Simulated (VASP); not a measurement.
Set up this calculation in VASP 6.6.1, as the native input.

| Property | Result |
| --- | --- |
| Task | single point |
| Functional | PBE |
| Potentials or basis | VASP PAW PBE potentials, release 64 (Pt, S) |
| Cutoff | 520 eV |
| k mesh | 9 × 9 × 5 |
| Occupations | fermi-dirac, width 0.05 eV |
| Spin | no spin polarisation |
| Dipole correction | no |
| Further INCAR settings | ALGO = Normal; EDIFF = 1e-06; NBANDS = 18 |

The structure of PtS2 lies in POSCAR:

```
PtS2
1.0
    3.5432000000      0.0000000000      0.0000000000
   -1.7716000000      3.0685012107      0.0000000000
    0.0000000000      0.0000000000      5.0388000000
Pt S
1 2
Direct
   -0.0005740000     -0.0065100000      0.0100490000
    0.6671830000      0.3310740000      0.7716870000
    0.3350640000      0.6714820000      0.2343540000
```

This cell differs from its parent crystal: atoms moved at random.

The input as run:

INCAR

```
SYSTEM = PtS2
  ALGO = Normal
  EDIFF = 1E-6
  ENCUT = 520
  GGA = PE
  ISIF = 2
  ISMEAR = -1
  LASPH = .True.
  LCHARG = .False.
  LREAL = .False.
  LWAVE = .False.
  NBANDS = 18
  NELM = 60
  PREC = Accurate
  SIGMA = 0.05
```

KPOINTS

```
k-points
0
Gamma
  9 9 5
  0 0 0
```

Potentials or basis: VASP PAW PBE potentials, release 64 (Pt, S).

Command:

```bash
$ cat potpaw_PBE.64/Pt/POTCAR potpaw_PBE.64/S/POTCAR > POTCAR
$ mpirun -np 1 vasp_std > vasp.out
```

Results of the run:

```json
{
  "Pressure": "9.3 GPa",
  "Largest force": "1.347 eV/Å",
  "Band gap on the k mesh": "0.90 eV, indirect (least direct gap 1.04 eV)"
}
```

Caveat: the cell differs from its parent crystal (atoms moved at random); spin-orbit coupling is left out, which moves the levels of the heavy elements; forces of over 1 eV/Å act on the atoms, so gaps and moduli don't describe the material at rest.

It took 5.9 min on 1 thread of AMD EPYC 7571, with other jobs on the host, peak memory 0.29 GiB.
